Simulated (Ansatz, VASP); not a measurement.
One calculation of Al8N9, two programs

```
Al N
1.0
     6.22600    0.00000    0.00000
    -3.11300    5.39187    0.00000
     0.00000    0.00000    4.98100
Al N
8 9
Direct
  0.16479 0.32958 0.99606
  0.33415 0.16708 0.49397
  0.16479 0.83521 0.99606
  0.33333 0.66667 0.52738
  0.66667 0.33333 0.98903
  0.83292 0.16708 0.49397
  0.67042 0.83521 0.99606
  0.83292 0.66585 0.49397
  0.18226 0.36452 0.37038
  0.33510 0.16755 0.87025
  0.18226 0.81774 0.37038
  0.33333 0.66667 0.88781
  0.66667 0.33333 0.37046
  0.83245 0.16755 0.87025
  0.63548 0.81774 0.37038
  0.83245 0.66490 0.87025
  0.00000 0.00000 0.32335
```

Alike in both runs: functional PBEsol; k mesh 3 × 3 × 2; occupations gaussian, width 0.02 eV; no spin polarisation.

Ansatz relaxed the structure, and its values are those at the end. VASP's run is a single point on that final structure, the one shown.

|  | VASP | Ansatz |
| --- | --- | --- |
| version | VASP 6.6.1 | Ansatz 0.2.0 |
| potentials or method | VASP PAW PBE potentials, release 64 (Al, N) | plane waves, PAW |
| plane-wave cutoff (eV) | 520 | 420 |
| valence electrons in the cell | 69 | 69 |

|  | VASP | Ansatz | Ansatz less VASP |
| --- | --- | --- | --- |
| gap on the k mesh at the Fermi level (eV) | none | none | - |
| rms of the force components (eV/Å) | 0.004 | 0.001 | -0.0027 |

VASP's potentials were made for PBE, not for PBEsol. A gap of «none» marks a metal or a gap that the smearing closes. The functional is the same, so the differences come from potentials, cutoffs and numerics.

The k mesh is coarse, so the values compare programs but aren't converged.
